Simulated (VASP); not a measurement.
# LiF (F-43m) in VASP: a series of runs

Runs on LiF. Level: PBE. Tasks: single point.

All numbers are computed with VASP 6.6.1; they aren't measurements. Logs are shortened: lines on timing, memory, paths and dates and some standing lists are left out, and cuts for length are marked.

## (1) The cell of the first run

Symmetry: F-43m, No. 216, cubic system. Conventional cell: a = 4.230 Å, b = 4.230 Å, c = 4.230 Å, α = 90.00°, β = 90.00°, γ = 90.00°. Within 2.4 Å of Li (site symmetry -43m) lie 4 F at 1.83 Å. F (site symmetry -43m) has 4 Li at 1.83 Å within 2.4 Å.

## (2) Single point, PBE (volume scaled by 0.91)

INCAR reads:

```
  ALGO = Normal
  EDIFF = 1E-7
  ENCUT = 520
  GGA = PE
  ISIF = 2
  ISMEAR = 0
  LASPH = T
  LCHARG = F
  LREAL = F
  LWAVE = F
  NBANDS = 12
  NELM = 80
  PREC = Accurate
  SIGMA = 0.02
```

KPOINTS reads:

```
k-points
0
Gamma
  10 10 10
```

POSCAR reads:

```
LiF
1.0
    0.0000000000      2.1148705046      2.1148705046
    2.1148705046      0.0000000000      2.1148705046
    2.1148705046      2.1148705046      0.0000000000
Li F
1 1
Direct
    0.7500000000      0.7500000000      0.7500000000
    0.0000000000      0.0000000000      0.0000000000
```

Potentials or basis: VASP PAW PBE potentials, release 64 (Li_sv, F).

Run with:

```
> cat potpaw_PBE.64/Li_sv/POTCAR potpaw_PBE.64/F/POTCAR > POTCAR
> mpirun -np 1 vasp_std > vasp.out
```

OUTCAR:

```text
EDIFF = 1E-7
   ENCUT = 520
   GGA = PE
   ISIF = 2
   ISMEAR = 0
   LASPH = T
   LREAL = F
   NELM = 80
   PREC = Accurate

 ion  position               nearest neighbor table
   1  0.750  0.750  0.750-   2 1.83   2 1.83   2 1.83   2 1.83
   2  0.000  0.000  0.000-   1 1.83   1 1.83   1 1.83   1 1.83

  LATTYP: Found a face centered cubic cell.
 ALAT       =     4.2297410092

  Lattice vectors:

 A1 = (   0.0000000000,   2.1148705046,   2.1148705046)
 A2 = (   2.1148705046,   0.0000000000,   2.1148705046)
 A3 = (   2.1148705046,   2.1148705046,   0.0000000000)

Analysis of symmetry for initial positions (statically):
=====================================================================
 Subroutine PRICEL returns:
 Original cell was already a primitive cell.

 Routine SETGRP: Setting up the symmetry group for a
 face centered cubic supercell.

 Subroutine GETGRP returns: Found 24 space group operations
 (whereof 24 operations were pure point group operations)
 out of a pool of 48 trial point group operations.

The static configuration has the point symmetry T_d .

Analysis of symmetry for dynamics (positions and initial velocities):
=====================================================================
 Subroutine PRICEL returns:
 Original cell was already a primitive cell.

 Routine SETGRP: Setting up the symmetry group for a
 face centered cubic supercell.

 Subroutine GETGRP returns: Found 24 space group operations
 (whereof 24 operations were pure point group operations)
 out of a pool of 48 trial point group operations.

The dynamic configuration has the point symmetry T_d .

 Subroutine INISYM returns: Found 24 space group operations
 (whereof 24 operations are pure point group operations),
 and found     1 'primitive' translations

----------------------------------------------------------------------------------------

                                     Primitive cell

  volume of cell :      18.9183

  direct lattice vectors                    reciprocal lattice vectors
     0.000000000  2.114870505  2.114870505    -0.236421095  0.236421095  0.236421095
     2.114870505  0.000000000  2.114870505     0.236421095 -0.236421095  0.236421095
     2.114870505  2.114870505  0.000000000     0.236421095  0.236421095 -0.236421095

  length of vectors
     2.990878550  2.990878550  2.990878550     0.409493348  0.409493348  0.409493348

  position of ions in fractional coordinates (direct lattice)
     0.750000000  0.750000000  0.750000000
     0.000000000  0.000000000  0.000000000

  ion indices of the primitive-cell ions
[... 86 lines left out ...]
   NELECT =      10.0000    total number of electrons
   NUPDOWN=      -1.0000    fix difference up-down
   EMIN   =  10.00;   EMAX   =-10.00  energy-range for DOS
   EFERMI =   0.00;   METHOD = LEGACY
   ISMEAR =     0;   SIGMA  =   0.02  broadening in eV -4-tet -1-fermi 0-gaus
   EFERMI_NEDOS =   21; number of points for ismear=-14 and -15
   IALGO  =     38    algorithm
   IMIX   =      4    mixing-type and parameters
     AMIX     =   0.40;   BMIX     =  1.00
     AMIX_MAG =   1.60;   BMIX_MAG =  1.00
  volume/ion in A,a.u.               =       9.46        63.83
  Fermi-wavevector in a.u.,A,eV,Ry     =   1.323674  2.501381 23.838944  1.752113
  Thomas-Fermi vector in A             =   2.453265
   LORBIT       =      0    0 simple, 1 ext, 2 COOP (PROOUT), +10 PAW based schemes
   GGA     = PE    functional components
   LHFCALC =     F    Hartree Fock is set to
   AEXX    =    0.0000 exact exchange contribution
   IVDW    =     0    specifies the selected vdW correction
   LEPSILON=     F    determine dielectric tensor
   LRPA    =     F    only Hartree local field effects (RPA)
 non-spin polarized calculation
 Gauss-broadening in eV      SIGMA  =   0.02
  energy-cutoff  :      520.00
  volume of cell :       18.92
 maximum number of plane-waves:       532
 NGX is ok and might be reduce to    24
   NGX = 11   NGY = 11   NGZ = 11

 number of electron      10.0000004 magnetization

 Free energy of the ion-electron system (eV)
  ---------------------------------------------------
  ext. energy  EPLUGINS =         0.00000000
  ---------------------------------------------------
  free energy    TOTEN  =        -9.59390954 eV

  energy without entropy =       -9.59390954  energy(sigma->0) =       -9.59390954

 E-fermi :  -2.1597     XC(G=0):  -9.0527

 val. band max:       -2.3317441838   @ k =   0.0000   0.0000   0.0000
 cond. band min:       5.8213060927   @ k =   0.0000   0.0000   0.0000
 fundamental gap:      8.1530502765
 Fermi energy:        -2.1596596755

 k-point     1 :       0.0000    0.0000    0.0000
  band No.  band energies     occupation
      1     -42.5570      2.00000
      2     -21.7394      2.00000
      3      -2.3317      2.00000
      4      -2.3317      2.00000
      5      -2.3317      2.00000
      6       5.8213      0.00000
      7      17.5273      0.00000
      8      17.5273      0.00000
      9      17.5274      0.00000
     10      26.4138      0.00000
     11      26.4138      0.00000
     12      26.4138      0.00000
[... 331 lines left out ...]
 k-point    24 :       0.4000    0.3000    0.0000
  band No.  band energies     occupation
      1     -42.5076      2.00000
      2     -21.5358      2.00000
      3      -3.7028      2.00000
      4      -3.0047      2.00000
      5      -2.9928      2.00000
      6       8.3853      0.00000
      7      14.6362      0.00000
      8      17.4931      0.00000
      9      17.6196      0.00000
     10      19.4176      0.00000
     11      26.7044      0.00000
     12      30.1815      0.00000

 [... further k-points ...]

------------------------ aborting loop because EDIFF is reached ----------------------------------------

  FORCE on cell =-STRESS in cart. coord.  units (eV):
  Direction    XX          YY          ZZ          XY          YZ          ZX
  --------------------------------------------------------------------------------------
  -------------------------------------------------------------------------------------
  Total        0.6838012      0.6838012      0.6838012     -0.0000000     -0.0000000     -0.0000000
  in kB       57.9107347     57.9107347     57.9107347     -0.0000000     -0.0000000     -0.0000000
  external PRESSURE =      57.9107347 kB  Pullay stress =       0.0000000 kB

 VOLUME and BASIS-vectors are now :
 -----------------------------------------------------------------------------
  energy-cutoff  :      520.00
  volume of cell :       18.92
      direct lattice vectors                 reciprocal lattice vectors
     0.000000000  2.114870505  2.114870505    -0.236421095  0.236421095  0.236421095
     2.114870505  0.000000000  2.114870505     0.236421095 -0.236421095  0.236421095
     2.114870505  2.114870505  0.000000000     0.236421095  0.236421095 -0.236421095

 POSITION                                       TOTAL-FORCE (eV/Angst)
 -----------------------------------------------------------------------------------
      3.17231      3.17231      3.17231         0.000000      0.000000      0.000000
      0.00000      0.00000      0.00000        -0.000000     -0.000000     -0.000000
 -----------------------------------------------------------------------------------
    total drift:                                0.000000      0.000000      0.000000

  FREE ENERGIE OF THE ION-ELECTRON SYSTEM (eV)
  ---------------------------------------------------
  free  energy   TOTEN  =        -9.5939095352 eV

  energy  without entropy=       -9.5939095352  energy(sigma->0) =       -9.59390954
```

OSZICAR:

```text
N       E                     dE             d eps       ncg     rms          rms(c)
DAV:   1     0.303645445125E+02    0.30365E+02   -0.52111E+03  1152   0.870E+02
DAV:   2    -0.789976222379E+01   -0.38264E+02   -0.37479E+02  1356   0.189E+02
DAV:   3    -0.102512855909E+02   -0.23515E+01   -0.23223E+01  1764   0.344E+01
DAV:   4    -0.103044586195E+02   -0.53173E-01   -0.53169E-01  1288   0.528E+00
DAV:   5    -0.103047344196E+02   -0.27580E-03   -0.27580E-03  1476   0.343E-01    0.524E+00
DAV:   6    -0.956284793132E+01    0.74189E+00   -0.34491E+00  1228   0.115E+01    0.159E+00
DAV:   7    -0.957488542943E+01   -0.12037E-01   -0.26765E-02  1324   0.147E+00    0.101E+00
DAV:   8    -0.959367052536E+01   -0.18785E-01   -0.26140E-02  1304   0.155E+00    0.184E-01
DAV:   9    -0.959356320707E+01    0.10732E-03   -0.13845E-03  1380   0.302E-01    0.681E-02
DAV:  10    -0.959391460186E+01   -0.35139E-03   -0.58435E-04  1300   0.174E-01    0.309E-02
DAV:  11    -0.959390841924E+01    0.61826E-05   -0.22104E-05  1348   0.411E-02    0.763E-03
DAV:  12    -0.959390955972E+01   -0.11405E-05   -0.28964E-06  1352   0.147E-02    0.193E-03
DAV:  13    -0.959390953516E+01    0.24559E-07   -0.14235E-07  1368   0.307E-03
   1 F= -.95939095E+01 E0= -.95939095E+01  d E =-.238467E-36
```

Wall time 18 s (1 thread of AMD EPYC 7R13, shared host); peak memory 0.1 GiB.

Results:

* Free energy: -9.5939 eV
* Band gap on the k mesh: 8.15 eV, direct

Levels at points of the mesh, in eV from the valence-band top:
| k point | band 2 | band 3 | band 4 | band 5 | band 6 | band 7 | band 8 | band 9 |
| --- | --- | --- | --- | --- | --- | --- | --- | --- |
| (0.00, 0.00, 0.00) | -19.41 | 0.00 | 0.00 | 0.00 | 8.15 | 19.86 | 19.86 | 19.86 |
| (0.50, 0.00, 0.00) | -19.21 | -2.11 | -0.28 | -0.28 | 12.24 | 15.38 | 19.49 | 19.49 |
| (0.50, 0.50, 0.00) | -19.15 | -1.48 | -0.86 | -0.86 | 10.73 | 16.30 | 20.01 | 20.01 |

Caveat: the cutoff is under 1.25 times the usual one of these potentials, so pressure, stress and relaxed cells hold a basis-set (Pulay) error. A k mesh can miss the band edges.

[end of part 1 of 2]
